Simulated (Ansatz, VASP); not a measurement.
## BaTiO3 in VASP and in Ansatz

The input INCAR:

```
PREC     = Accurate       # precision mode
ENCUT    = 520            # plane-wave cutoff, eV
EDIFF    = 1E-8           # SCF threshold, eV
ISMEAR   = -1             # smearing method
SIGMA    = 0.03           # smearing width, eV
LREAL    = F              # projectors in reciprocal space
LASPH    = T              # aspherical terms in the spheres
NELM     = 80             # most SCF steps
ALGO     = Normal         # electronic algorithm
ISIF     = 2              # what is computed and relaxed
LWAVE    = F              # write WAVECAR
LCHARG   = F              # write CHGCAR
GGA      = PS             # functional
LEFG     = T            
NBANDS   = 28             # bands
```

Contents of KPOINTS:

```
regular mesh
0
Gamma
  7 7 7
```

Contents of POSCAR:

```
BaTiO3
1.0
    3.9998000000      0.0000000000      0.0000000000
    0.0000000000      3.9998000000      0.0000000000
    0.0000000000      0.0000000000      4.0180000000
Ba Ti O
1 1 3
Direct
    0.0000000000      0.0000000000      0.0000000000
    0.5000000000      0.5000000000      0.5000000000
    0.5000000000      0.5000000000      0.0000000000
    0.5000000000      0.0000000000      0.5000000000
    0.0000000000      0.5000000000      0.5000000000
```

Input for Ansatz:

```yaml
crystal:
  lattice:
    - [3.9998, 0.0, 0.0]
    - [0.0, 3.9998, 0.0]
    - [0.0, 0.0, 4.018]
  atoms:
    - { symbol: Ba, position: [0.0, 0.0, 0.0] }
    - { symbol: Ti, position: [0.5, 0.5, 0.5] }
    - { symbol: O, position: [0.5, 0.5, 0.0] }
    - { symbol: O, position: [0.5, 0.0, 0.5] }
    - { symbol: O, position: [0.0, 0.5, 0.5] }
kpoints:
  mp_grid: { grid: [7, 7, 7] }
  band_path:
    path:
      - [0.0, 0.0, 0.0]
      - [0.0, 0.5, 0.0]
      - [0.5, 0.5, 0.0]
      - [0.0, 0.0, 0.0]
      - [0.0, 0.0, 0.5]
      - [0.0, 0.5, 0.5]
      - [0.5, 0.5, 0.5]
      - [0.0, 0.0, 0.5]
      - [0.0, 0.5, 0.0]
    npoints: 14
scf:
  occupations: { method: fermi_dirac, width: 0.03 }
hamiltonian:
  xc: pbesol
  pseudopotentials: { kind: paw }
output:
  forces: true
  stress: true
  eigenvalues: true
  efg: { contact_densities: true }
  populations: true
  bader: true
  dos: { projected: true, de: 0.2, e_range: [-14, 8] }
  write_density: true
  write_potential: true
  elf: true
  volumetric_format: npy
```

Alike in both runs: task electric field gradients; functional PBEsol; k mesh 7 × 7 × 7; occupations fermi-dirac, width 0.03 eV; no spin polarisation.

|  | VASP | Ansatz |
| --- | --- | --- |
| version | VASP 6.6.1 | Ansatz 0.2.0 |
| potentials or method | VASP PAW PBE potentials, release 64 (Ba_sv, Ti_sv, O) | PAW with Ansatz's default frozen-core files, scalar-relativistic |
| plane-wave cutoff (eV) | 520 | 420 |
| valence electrons in the cell | 40 | 40 |

Ansatz gave:

```
gap on the k mesh at the Fermi level (eV)                     : 1.82
pressure (GPa)                                                : -4.6
traceless stress, the component that is largest in VASP (GPa) : -0.55
size of Vzz on the site where it differs most (V/Å²)          : 23.3
```

Q: Estimate VASP's values.

A: gap on the k mesh at the Fermi level (eV): 1.75; pressure (GPa): -2.8; traceless stress, the component that is largest in VASP (GPa): -0.57; size of Vzz on the site where it differs most (V/Å²): 22.3.

VASP's potentials were made for PBE, not for PBEsol. With one functional, cell and mesh, what is left measures potentials, basis and numerics.

Neither program's run includes spin-orbit coupling.
